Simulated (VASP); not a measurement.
Set up this calculation in VASP 6.6.1, as the native input.

* Task: single point
* Functional: PBEsol
* Potentials or basis: VASP PAW PBE potentials, release 64 (Re)
* Cutoff: 520 eV
* k mesh: 12 × 12 × 12
* Occupations: fermi-dirac, width 0.05 eV
* Spin: no spin polarisation
* Dipole correction: no
* Further INCAR settings: ALGO = Normal; EDIFF = 1e-07; NBANDS = 14

The structure of Re lies in POSCAR:

```
Re
1.0
    0.0000000000      2.4228446921      2.4228446921
    2.4228446921      0.0000000000      2.4228446921
    2.4228446921      2.4228446921      0.0000000000
Re
2
Direct
   -0.1250000000     -0.1250000000     -0.1250000000
    0.1250000000      0.1250000000      0.1250000000
```

This cell differs from its parent crystal: volume scaled by 0.65.

The input as run:

INCAR

```
SYSTEM = Re
PREC = Accurate
ENCUT = 520
EDIFF = 1E-7
ISMEAR = -1
SIGMA = 0.05
LREAL = .False.
LASPH = .True.
NELM = 80
ALGO = Normal
ISIF = 2
LWAVE = .False.
LCHARG = .False.
GGA = PS
NBANDS = 14
```

KPOINTS

```
regular mesh
0
Gamma
  12 12 12
  0 0 0
```

Potentials or basis: VASP PAW PBE potentials, release 64 (Re).

The run is started by

```console
$ cat potpaw_PBE.64/Re/POTCAR > POTCAR
$ mpirun -np 1 vasp_std > vasp.out
```

Results of the run:

- Pressure: 178.7 GPa
- Band gap on the k mesh: zero (band 7 reaches 9.28 eV, above the bottom of band 8 at 7.24 eV)

Caveat: the PAW data sets were made with another functional, which shifts forces and pressure a little; spin-orbit coupling is left out, which moves the levels of the heavy elements.

Run time: 17 s on 1 thread of Intel(R) Xeon(R) 6975P-C (Granite Rapids), with other jobs on the host, peak memory 0.17 GiB.
